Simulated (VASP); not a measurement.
A run of VASP 6.6.1 is set up as follows.

INCAR

```
SYSTEM = AlAs
PREC = Accurate ; ENCUT = 500
EDIFF = 1E-7 ; ISMEAR = 0
SIGMA = 0.01 ; LREAL = .FALSE.
LASPH = .TRUE. ; NELM = 120
ALGO = Normal ; ISIF = 3
LWAVE = .FALSE. ; LCHARG = .FALSE.
GGA = PS ; IBRION = 2
NSW = 100 ; EDIFFG = -0.002
PSTRESS = 40.0 ; GGA_COMPAT = .FALSE.
NELMIN = 4
```

The input KPOINTS:

```
Automatic mesh
0
G
  8 8 8
  0 0 0
```

File POSCAR:

```
AlAs
1.0
    0.0000000000      2.8373321420      2.8373321420
    2.8373321420      0.0000000000      2.8373321420
    2.8373321420      2.8373321420      0.0000000000
Al As
1 1
Direct
    0.0000000000      0.0000000000      0.0000000000
    0.7500000000      0.7500000000      0.7500000000
```

Potentials or basis: VASP PAW PBE potentials, release 64 (Al, As).

The run is started by

```bash
$ cat potpaw_PBE.64/Al/POTCAR potpaw_PBE.64/As/POTCAR > POTCAR
$ mpirun -np 1 vasp_std > vasp.out
```

**Question.** Predict the relaxed cell.

**Answer.** a = 3.952 Å, b = 3.952 Å, c = 3.952 Å, α = 60.00°, β = 60.00°, γ = 60.00°.

**Question.** What does it give for the relaxed volume?

**Answer.** 21.82 Å³/atom.

**Question.** Estimate the band gap on the k mesh.

**Answer.** 1.25 eV, indirect (least direct gap 2.29 eV).

Step by step:
```csv
step,energy change (eV),largest force (eV/Å),pressure (GPa),volume (Å³)
1,0.0000,0.0000,0.27,45.68
2,0.0732,0.0000,7.02,42.26
3,0.0263,0.0000,3.99,43.63
```

Caveat: the cell is relaxed towards a set pressure, so the enthalpy falls and the energy may rise; the PAW data sets were made with another functional, which shifts forces and pressure a little. A k mesh can miss the band edges.
